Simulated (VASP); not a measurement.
A run of VASP 6.6.1 is set up as follows.

Contents of INCAR:

```
PREC     = Accurate       # precision mode
ENCUT    = 520            # plane-wave cutoff, eV
EDIFF    = 1E-6           # SCF threshold, eV
ISMEAR   = -1             # smearing method
SIGMA    = 0.02           # smearing width, eV
LREAL    = Auto         
LASPH    = True           # aspherical terms in the spheres
NELM     = 60             # most SCF steps
ALGO     = Normal         # electronic algorithm
ISIF     = 2              # what is computed and relaxed
LWAVE    = False          # write WAVECAR
LCHARG   = False          # write CHGCAR
GGA      = PS             # functional
NBANDS   = 48             # bands
```

KPOINTS

```
Automatic mesh
0
Gamma
  2 2 2
```

Contents of POSCAR:

```
Si
1.0
    0.0000000000      5.4300000000      5.4300000000
    5.4300000000      0.0000000000      5.4300000000
    5.4300000000      5.4300000000      0.0000000000
Si
17
Direct
   -0.1013627993      0.0152854512      0.1288213628
    0.0538858195      0.1150092081      0.2571270718
   -0.0740791897     -0.0035082873      0.6294198895
    0.0412615101      0.1284069982      0.7643554328
   -0.0968876611      0.4860773481      0.1320810313
   -0.0045856354      0.6576795580      0.2378453039
   -0.0233885820      0.5105340700      0.5952854512
    0.0554696133      0.6465009208      0.7674769797
    0.4214364641     -0.0423204420      0.1476979742
    0.5171086556      0.1530202578      0.2279926335
    0.4068139963      0.0323204420      0.6138121547
    0.5495119705      0.1096961326      0.7711878453
    0.3508195212      0.5027532228      0.0248158379
    0.5957918969      0.6711141805      0.0318692449
    0.4536095764      0.4890976059      0.6059668508
    0.5727624309      0.6348618785      0.7286372007
    0.4217771639      0.4636187845      0.3300460405
```

Potentials or basis: VASP PAW PBE potentials, release 64 (Si).

Command:

```console
$ cat potpaw_PBE.64/Si/POTCAR > POTCAR
$ mpirun -np 1 vasp_std > vasp.out
```

(1) Estimate the pressure.

(2) What does it give for the largest force?

(3) Predict the band gap on the k mesh.

## Answers

(1) 1.7 GPa.

(2) 2.866 eV/Å.

(3) zero (bands 34 and 35 overlap by 0.19 eV).

Caveat: the k points lie up to 0.50 Å⁻¹ apart; the atoms stand as in a frame of molecular dynamics; the PAW data sets were made with another functional, which shifts forces and pressure a little.
